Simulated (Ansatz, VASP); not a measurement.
**Two plane-wave programs on InSb**

Contents of INCAR:

```
PREC = Accurate ; ENCUT = 520
EDIFF = 1E-8 ; ISMEAR = -1
SIGMA = 0.08 ; LREAL = F
LASPH = T ; NELM = 100
ALGO = Normal ; ISIF = 2
LWAVE = F ; LCHARG = F
GGA = PE ; LEFG = T
NBANDS = 26
```

Contents of KPOINTS:

```
regular mesh
0
Gamma
  6 6 11
```

File POSCAR:

```
InSb
1.0
    5.4620658897      0.0000000000      0.0000000000
    0.0000000000      5.8240284417      0.0000000000
    0.0000000000      0.0000000000      3.1230740751
In Sb
2 2
Direct
    0.0000000000      0.0000000000      0.0000000000
    0.5000000000      0.5000000000      0.0000000000
    0.5000000000      0.0000000000      0.8350000000
    0.0000000000      0.5000000000      0.1650000000
```

Input for Ansatz:

```yaml
crystal:
  lattice:
    - [5.4620658897, 0.0, 0.0]
    - [0.0, 5.8240284417, 0.0]
    - [0.0, 0.0, 3.1230740751]
  atoms:
    - { symbol: In, position: [0.0, 0.0, 0.0] }
    - { symbol: In, position: [0.5, 0.5, 0.0] }
    - { symbol: Sb, position: [0.5, 0.0, 0.835] }
    - { symbol: Sb, position: [0.0, 0.5, 0.165] }
kpoints:
  mp_grid: { grid: [6, 6, 11] }
scf:
  occupations: { method: fermi_dirac, width: 0.08 }
hamiltonian:
  xc: pbe
  pseudopotentials: { kind: paw }
output:
  forces: true
  stress: true
  eigenvalues: true
  efg: { contact_densities: true }
  write_density: true
  write_potential: true
  elf: true
  volumetric_format: npy
```

Change from the starting cell: volume scaled by 1.06, PAW files.

Alike in both runs: task electric field gradients; functional PBE; k mesh 6 × 6 × 11; occupations fermi-dirac, width 0.08 eV; no spin polarisation.

|  | VASP | Ansatz |
| --- | --- | --- |
| version | VASP 6.6.1 | Ansatz 0.2.0 |
| potentials or method | VASP PAW PBE potentials, release 64 (In_d, Sb) | PAW with Ansatz's default frozen-core files, scalar-relativistic |
| plane-wave cutoff (eV) | 520 | 420 |
| valence electrons in the cell | 36 | 56 |

VASP gave:

```
pressure (GPa)                                                : 11.5
traceless stress, the component that is largest in VASP (GPa) : 9.83
rms of the force components (eV/Å)                            : 0.264
size of Vzz on the site where it differs most (V/Å²)          : 79.0
```

Estimate Ansatz's values.

pressure (GPa): 11.5; traceless stress, the component that is largest in VASP (GPa): 9.84; rms of the force components (eV/Å): 0.264; size of Vzz on the site where it differs most (V/Å²): 72.9.

Atom by atom the forces differ by 0.000 eV/Å (rms over components). VASP's potentials hold 36 valence electrons a cell and Ansatz's 56, so a difference there can come from the potentials and not from the codes.

Neither program's run includes spin-orbit coupling.
